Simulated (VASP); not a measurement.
# La5O (P-62m) in VASP: single point with PBE

Aim: the single point of La5O with PBE.

All numbers are computed with VASP 6.6.1; they aren't measurements. Logs are shortened: lines on timing, memory, paths and dates and some standing lists are left out, and cuts for length are marked.

## 1. The cell of the first run

The structure is hexagonal, space group P-62m (No. 189). The conventional cell has a = 6.772 Å, b = 6.772 Å, c = 5.504 Å, α = 90.00°, β = 90.00°, γ = 120.00°. La (site symmetry m2m) has 8 La at 3.38 to 3.39 Å and 4 O at 4.35 to 4.38 Å within 4.4 Å. La (site symmetry -6) has 9 La at 3.38 to 3.91 Å and 3 O at 3.91 Å within 4.4 Å. O (site symmetry -62m) has 18 La at 3.91 to 4.38 Å within 5.1 Å.

The cell was generated, and may not be a known phase.

## 2. Single point, PBE

INCAR

```
PREC = Accurate
ENCUT = 520
EDIFF = 1E-7
ISMEAR = 0
SIGMA = 0.1
LREAL = F
LASPH = T
NELM = 60
ALGO = Normal
ISIF = 2
LWAVE = F
LCHARG = F
GGA = PE
NBANDS = 40
```

KPOINTS

```
Automatic mesh
0
Gamma
  3 3 4
```

POSCAR

```
La5O
1.0
    6.7723467500      0.0000000000      0.0000000000
   -3.3861733800      5.8650243300      0.0000000000
    0.0000000000      0.0000000000      5.5039608000
La O
5 1
Direct
    0.5031474200      0.0000000000      0.0000000000
    0.6666666700      0.3333333300      0.5000000000
    0.4968525800      0.4968525800      0.0000000000
    0.3333333300      0.6666666700      0.5000000000
    0.0000000000      0.5031474200      0.0000000000
    0.0000000000      0.0000000000      0.5000000000
```

Potentials or basis: VASP PAW PBE potentials, release 64 (La, O).

On the command line:

```
$ cat potpaw_PBE.64/La/POTCAR potpaw_PBE.64/O/POTCAR > POTCAR
$ mpirun -np 1 vasp_std > vasp.out
```

OUTCAR:

```text
PREC = Accurate
   ENCUT = 520
   EDIFF = 1E-7
   ISMEAR = 0
   LREAL = F
   LASPH = T
   NELM = 60
   ISIF = 2
   GGA = PE

 ion  position               nearest neighbor table
   1  0.503  0.000  0.000-   2 3.38   2 3.38   4 3.38   4 3.38   5 3.39   5 3.39   3 3.39   3 3.39

   2  0.667  0.333  0.500-   5 3.38   5 3.38   1 3.38   1 3.38   3 3.38   3 3.38
   3  0.497  0.497  0.000-   2 3.38   2 3.38   4 3.38   4 3.38   5 3.39   5 3.39   1 3.39   1 3.39

   4  0.333  0.667  0.500-   5 3.38   5 3.38   1 3.38   1 3.38   3 3.38   3 3.38
   5  0.000  0.503  0.000-   4 3.38   4 3.38   2 3.38   2 3.38   1 3.39   1 3.39   3 3.39   3 3.39

   6  0.000  0.000  0.500-

  LATTYP: Found a hexagonal cell.
 ALAT       =     6.7723467500
 C/A-ratio  =     0.8127110148

  Lattice vectors:

 A1 = (   6.7723467500,   0.0000000000,   0.0000000000)
 A2 = (  -3.3861733800,   5.8650243300,   0.0000000000)
 A3 = (   0.0000000000,   0.0000000000,   5.5039608000)

Analysis of symmetry for initial positions (statically):
=====================================================================
 Subroutine PRICEL returns:
 Original cell was already a primitive cell.

 Routine SETGRP: Setting up the symmetry group for a
 hexagonal supercell.

 Subroutine GETGRP returns: Found 12 space group operations
 (whereof 12 operations were pure point group operations)
 out of a pool of 24 trial point group operations.

The static configuration has the point symmetry D_3h.

Analysis of symmetry for dynamics (positions and initial velocities):
=====================================================================
 Subroutine PRICEL returns:
 Original cell was already a primitive cell.

 Routine SETGRP: Setting up the symmetry group for a
 hexagonal supercell.

 Subroutine GETGRP returns: Found 12 space group operations
 (whereof 12 operations were pure point group operations)
 out of a pool of 24 trial point group operations.

The dynamic configuration has the point symmetry D_3h.

 Subroutine INISYM returns: Found 12 space group operations
 (whereof 12 operations are pure point group operations),
 and found     1 'primitive' translations

----------------------------------------------------------------------------------------

                                     Primitive cell

  volume of cell :     218.6172

  direct lattice vectors                    reciprocal lattice vectors
     6.772346750  0.000000000  0.000000000     0.147659303  0.085251138  0.000000000
    -3.386173380  5.865024330  0.000000000     0.000000000  0.170502277  0.000000000
     0.000000000  0.000000000  5.503960800     0.000000000  0.000000000  0.181687341

  length of vectors
     6.772346750  6.772346754  5.503960800     0.170502277  0.170502277  0.181687341

  position of ions in fractional coordinates (direct lattice)
     0.503147420  0.000000000  0.000000000
     0.666666670  0.333333330  0.500000000
     0.496852580  0.496852580  0.000000000
     0.333333330  0.666666670  0.500000000
     0.000000000  0.503147420  0.000000000
     0.000000000  0.000000000  0.500000000

  ion indices of the primitive-cell ions
   primitive index   ion index
                 1           1
                 2           2
                 3           3
                 4           4
                 5           5
                 6           6

----------------------------------------------------------------------------------------

 KPOINTS: Automatic mesh

Automatic generation of k-mesh.
 Grid dimensions read from file:
 generate k-points for:    3    3    4

 Generating k-lattice:

  Cartesian coordinates                     Fractional coordinates (reciprocal lattice)
     0.049219768  0.028417046  0.000000000     0.333333333 -0.000000000  0.000000000
     0.000000000  0.056834092  0.000000000     0.000000000  0.333333333  0.000000000
     0.000000000  0.000000000  0.045421835     0.000000000  0.000000000  0.250000000

  Length of vectors
     0.056834092  0.056834092  0.045421835

  Shift w.r.t. Gamma in fractional coordinates (k-lattice)
     0.000000000  0.000000000  0.000000000

 Subroutine IBZKPT returns following result:
 ===========================================

 Found      9 irreducible k-points:

 Following reciprocal coordinates:
            Coordinates               Weight
  0.000000  0.000000  0.000000      1.000000
  0.333333  0.000000  0.000000      6.000000
  0.333333  0.333333  0.000000      2.000000
  0.000000  0.000000  0.250000      2.000000
  0.333333  0.000000  0.250000     12.000000
  0.333333  0.333333  0.250000      4.000000
  0.000000  0.000000  0.500000      1.000000
  0.333333  0.000000  0.500000      6.000000
  0.333333  0.333333  0.500000      2.000000
   k-points           NKPTS =      9   k-points in BZ     NKDIM =      9   number of bands    NBANDS=     40
   number of dos      NEDOS =    301   number of ions     NIONS =      6
   total plane-waves  NPLWV = 105000
   dimension x,y,z NGX =    50 NGY =   50 NGZ =   42
   dimension x,y,z NGXF=   100 NGYF=  100 NGZF=   84
   ions per type =               5   1
   NGX,Y,Z   is equivalent  to a cutoff of  12.27, 12.27, 12.69 a.u.
   NGXF,Y,Z  is equivalent  to a cutoff of  24.55, 24.55, 25.37 a.u.
 SYSTEM =  unknown system
   PREC   = accura    normal or accurate (medium, high low for compatibility)
   ISTART =      0    job   : 0-new  1-cont  2-samecut
   ICHARG =      2    charge: 1-file 2-atom 10-const
   ISPIN  =      1    spin polarized calculation?
   LNONCOLLINEAR =      F non collinear calculations
   LSORBIT =      F    spin-orbit coupling
   LASPH  =      T    aspherical Exc in radial PAW
   ENCUT  =  520.0 eV  38.22 Ry    6.18 a.u.  12.59 12.59 10.23*2*pi/ulx,y,z
   NELM   =     60;   NELMIN=  2; NELMDL= -5     # of ELM steps
   EDIFF  = 0.1E-06   stopping-criterion for ELM
   LREAL  =      F    real-space projection
   EDIFFG = 0.1E-05   stopping-criterion for IOM
   NSW    =      0    number of steps for IOM
   IBRION =     -1    ionic relax: 0-MD 1-quasi-New 2-CG
   NFREE  =      0    steps in history (QN), initial steepest desc. (CG)
   ISIF   =      2    stress and relaxation
   ISYM   =      2    0-nonsym 1-usesym 2-fastsym
   POTIM  = 0.5000    time-step for ionic-motion
   TEBEG  =    0.0;   TEEND  =   0.0 temperature during run
   PSTRESS=    0.0 pullay stress
   NELECT =      61.0000    total number of electrons
   NUPDOWN=      -1.0000    fix difference up-down
   EMIN   =  10.00;   EMAX   =-10.00  energy-range for DOS
   EFERMI =   0.00;   METHOD = LEGACY
   ISMEAR =     0;   SIGMA  =   0.10  broadening in eV -4-tet -1-fermi 0-gaus
   EFERMI_NEDOS =   21; number of points for ismear=-14 and -15
   IALGO  =     38    algorithm
   IMIX   =      4    mixing-type and parameters
     AMIX     =   0.40;   BMIX     =  1.00
     AMIX_MAG =   1.60;   BMIX_MAG =  1.00
  volume/ion in A,a.u.               =      36.44       245.88
  Fermi-wavevector in a.u.,A,eV,Ry     =   1.069769  2.021570 15.570584  1.144406
  Thomas-Fermi vector in A             =   2.205459
   LORBIT       =      0    0 simple, 1 ext, 2 COOP (PROOUT), +10 PAW based schemes
   GGA     = PE    functional components
   LHFCALC =     F    Hartree Fock is set to
   AEXX    =    0.0000 exact exchange contribution
   IVDW    =     0    specifies the selected vdW correction
   LEPSILON=     F    determine dielectric tensor
   LRPA    =     F    only Hartree local field effects (RPA)
 non-spin polarized calculation
 Gauss-broadening in eV      SIGMA  =   0.10
  energy-cutoff  :      520.00
  volume of cell :      218.62
 maximum number of plane-waves:      5918
 NGX is ok and might be reduce to    50
   NGX = 25   NGY = 25   NGZ = 21

 number of electron      61.0000005 magnetization

 Free energy of the ion-electron system (eV)
  ---------------------------------------------------
  ext. energy  EPLUGINS =         0.00000000
  ---------------------------------------------------
  free energy    TOTEN  =       -24.81415487 eV

  energy without entropy =      -24.75565129  energy(sigma->0) =      -24.78490308

 E-fermi :   6.0595     XC(G=0):  -8.8239

 val. band max:        5.9839137978   @ k =   0.3333   0.0000   0.0000
 cond. band min:       6.0804039826   @ k =   0.3333   0.0000   0.0000
 fundamental gap:      0.0964901848
 Fermi energy:         6.0594721567

 k-point     1 :       0.0000    0.0000    0.0000
  band No.  band energies     occupation
      1     -26.9597      2.00000
      2     -26.5224      2.00000
      3     -26.5082      2.00000
      4     -26.5082      2.00000
      5     -26.4187      2.00000
      6     -11.7405      2.00000
[... 32 lines left out ...]
     39       7.6721      0.00000
     40       7.7243      0.00000

 k-point     2 :       0.3333    0.0000    0.0000
  band No.  band energies     occupation
      1     -26.8912      2.00000
      2     -26.6723      2.00000
      3     -26.5086      2.00000
      4     -26.4344      2.00000
      5     -26.4159      2.00000
      6     -11.5940      2.00000
[... 32 lines left out ...]
     39       7.4799      0.00000
     40       7.6727      0.00000

 k-point     3 :       0.3333    0.3333    0.0000
  band No.  band energies     occupation
      1     -26.7902      2.00000
      2     -26.7902      2.00000
      3     -26.5090      2.00000
      4     -26.4178      2.00000
      5     -26.4178      2.00000
      6     -11.3573      2.00000
[... 32 lines left out ...]
     39       7.2332      0.00000
     40       7.6581      0.00000

 k-point     4 :       0.0000    0.0000    0.2500
  band No.  band energies     occupation
      1     -26.9005      2.00000
      2     -26.5213      2.00000
      3     -26.5076      2.00000
      4     -26.5076      2.00000
      5     -26.4868      2.00000
      6     -12.0031      2.00000
[... 32 lines left out ...]
     39       7.4762      0.00000
     40       7.4931      0.00000
[... 127 lines left out ...]
     39       7.2682      0.00000
     40       7.4948      0.00000

 k-point     8 :       0.3333    0.0000    0.5000
  band No.  band energies     occupation
      1     -26.7483      2.00000
      2     -26.5738      2.00000
      3     -26.5724      2.00000
      4     -26.5342      2.00000
      5     -26.5074      2.00000
      6     -11.8894      2.00000
[... 32 lines left out ...]
     39       7.1904      0.00000
     40       7.3861      0.00000

 k-point     9 :       0.3333    0.3333    0.5000
  band No.  band energies     occupation
      1     -26.6623      2.00000
      2     -26.6623      2.00000
      3     -26.5533      2.00000
      4     -26.5533      2.00000
      5     -26.5077      2.00000
      6     -11.4342      2.00000
[... 32 lines left out ...]
     39       7.6401      0.00000
     40       7.7215      0.00000

------------------------ aborting loop because EDIFF is reached ----------------------------------------

  FORCE on cell =-STRESS in cart. coord.  units (eV):
  Direction    XX          YY          ZZ          XY          YZ          ZX
  --------------------------------------------------------------------------------------
  -------------------------------------------------------------------------------------
  Total       -2.1424678     -2.1424678      2.1263588      0.0000000     -0.0000000      0.0000000
  in kB      -15.7014786    -15.7014786     15.5834204      0.0000000     -0.0000000      0.0000000
  external PRESSURE =      -5.2731789 kB  Pullay stress =       0.0000000 kB

 VOLUME and BASIS-vectors are now :
 -----------------------------------------------------------------------------
  energy-cutoff  :      520.00
  volume of cell :      218.62
      direct lattice vectors                 reciprocal lattice vectors
     6.772346750  0.000000000  0.000000000     0.147659303  0.085251138  0.000000000
    -3.386173380  5.865024330  0.000000000     0.000000000  0.170502277  0.000000000
     0.000000000  0.000000000  5.503960800     0.000000000  0.000000000  0.181687341

 POSITION                                       TOTAL-FORCE (eV/Angst)
 -----------------------------------------------------------------------------------
      3.40749      0.00000      0.00000         0.082686      0.000000      0.000000
      3.38617      1.95501      2.75198         0.000000     -0.000000     -0.000000
      1.68243      2.91405      0.00000        -0.041343     -0.071608      0.000000
     -0.00000      3.91002      2.75198         0.000000     -0.000000     -0.000000
     -1.70374      2.95097      0.00000        -0.041343      0.071608     -0.000000
      0.00000      0.00000      2.75198         0.000000      0.000000     -0.000000
 -----------------------------------------------------------------------------------
    total drift:                               -0.000000     -0.000000      0.000000

  FREE ENERGIE OF THE ION-ELECTRON SYSTEM (eV)
  ---------------------------------------------------
  free  energy   TOTEN  =       -24.8141548704 eV

  energy  without entropy=      -24.7556512862  energy(sigma->0) =      -24.78490308
```

Run time: 4.7 min. Hardware: 1 thread of Intel Xeon 8259CL, shared host; peak memory 0.34 GiB.

Results:

* Free energy: -24.8142 eV
* Pressure: -0.5 GPa
* Largest force: 0.083 eV/Å
* Band gap on the k mesh: zero (an odd number of electrons rules out a gap without spin polarisation)

Forces on the atoms (eV/Å):
```
La   0.083  0.000  0.000
La   0.000  0.000  0.000
La  -0.041 -0.072  0.000
La   0.000  0.000  0.000
La  -0.041  0.072  0.000
O    0.000  0.000  0.000
```

Stress tensor (GPa, compression positive):
```
-1.57  0.00  0.00
 0.00 -1.57  0.00
 0.00  0.00  1.56
```

Levels at points of the mesh, in eV from the Fermi level:
| k point | band 28 | band 29 | band 30 | band 31 | band 32 | band 33 |
| --- | --- | --- | --- | --- | --- | --- |
| (0.00, 0.00, 0.00) | -0.80 | -0.63 | -0.63 | -0.34 | 0.17 | 0.40 |
| (0.00, 0.00, 0.50) | -1.13 | -0.43 | 0.07 | 0.07 | 0.30 | 0.40 |

Caveat: spin-orbit coupling is left out, which moves the levels of the heavy elements.

The gap in the log of VASP goes by the Fermi energy; the results here count the filled bands.